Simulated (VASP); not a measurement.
Write the native input for VASP 6.6.1 that does the following.

| Item | Value |
| --- | --- |
| Task | single point |
| Functional | PBE |
| Potentials or basis | VASP PAW PBE potentials, release 64 (B, N) |
| Cutoff | 520 eV |
| k mesh | 9 × 9 × 6 |
| Occupations | gaussian, width 0.01 eV |
| Spin | no spin polarisation |
| Dipole correction | no |
| Further INCAR settings | ALGO = Normal; EDIFF = 1e-07; NBANDS = 16 |

The structure of BN lies in POSCAR:

```
BN
1.0
    2.5286995656      0.0000000000      0.0000000000
   -1.2643497828      2.1899180624      0.0000000000
    0.0000000000      0.0000000000      4.1818568053
B N
2 2
Direct
    0.6666666667      0.3333333333      0.0001896661
    0.3333333333      0.6666666667      0.5001896661
    0.6666666667      0.3333333333      0.3748103339
    0.3333333333      0.6666666667      0.8748103339
```

One way to write it, as run:

INCAR

```
  PREC = Accurate
  ENCUT = 520
  EDIFF = 1E-7
  ISMEAR = 0
  SIGMA = 0.01
  LREAL = False
  LASPH = True
  NELM = 80
  ALGO = Normal
  ISIF = 2
  LWAVE = False
  LCHARG = False
  GGA = PE
  NBANDS = 16
```

KPOINTS

```
Automatic mesh
0
Gamma
  9 9 6
```

Potentials or basis: VASP PAW PBE potentials, release 64 (B, N).

Command:

```console
$ cat potpaw_PBE.64/B/POTCAR potpaw_PBE.64/N/POTCAR > POTCAR
$ mpirun -np 1 vasp_std > vasp.out
```

It gave:

| Property | Result |
| --- | --- |
| Pressure | 12.3 GPa |
| Largest force | 0.025 eV/Å |
| Band gap on the k mesh | 5.16 eV (least direct gap 8.38 eV) |

Caveat: the cell stands under pressure; an odd mesh through Γ misses points on the zone boundary, where band edges can lie.

Run time: 19 s on 1 thread of Intel(R) Xeon(R) 6975P-C (Granite Rapids), with other jobs on the host, peak memory 0.13 GiB.
